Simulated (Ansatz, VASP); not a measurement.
**Hf2H in VASP and in Ansatz**

```
CELL_PARAMETERS angstrom
3.29729 0.00000 0.00000
-1.64864 2.85553 0.00000
0.00000 0.00000 10.66793
ATOMIC_POSITIONS crystal
Hf 0.00000 0.00000 0.00000
Hf 0.00000 0.00000 0.50000
Hf 0.33333 0.66667 0.75000
Hf 0.66667 0.33333 0.25000
H 0.33333 0.66667 0.25000
H 0.66667 0.33333 0.75000
```

Change from the starting cell: species swapped into the Sm2Tl type (P6_3/mmc, No. 194).

Alike in both runs: task relaxation of cell and atoms; functional PBE; k mesh 12 × 12 × 4; occupations gaussian, width 0.1 eV; no spin polarisation.

|  | VASP | Ansatz |
| --- | --- | --- |
| version | VASP 6.6.1 | Ansatz 0.2.0 |
| potentials or method | VASP PAW PBE potentials, release 64 (Hf_pv, H), cutoff 600 eV | scalar-relativistic, plane waves, PAW |
| valence electrons in the cell | 42 | 106 |

|  | VASP | Ansatz | Ansatz less VASP |
| --- | --- | --- | --- |
| gap on the k mesh at the Fermi level, each at its own relaxed structure (eV) | none | none | - |
| relaxed volume (Å³/atom) | 16.69 | 16.76 | +0.062 |
| relaxed cell length with the largest relative difference (Å) | 10.709 | 10.722 | +0.0136 |

A gap of «none» marks a metal or a gap that the smearing closes. VASP's potentials hold 42 valence electrons a cell and Ansatz's 106, so a difference there can come from the potentials and not from the codes.

Spin-orbit coupling is off throughout.
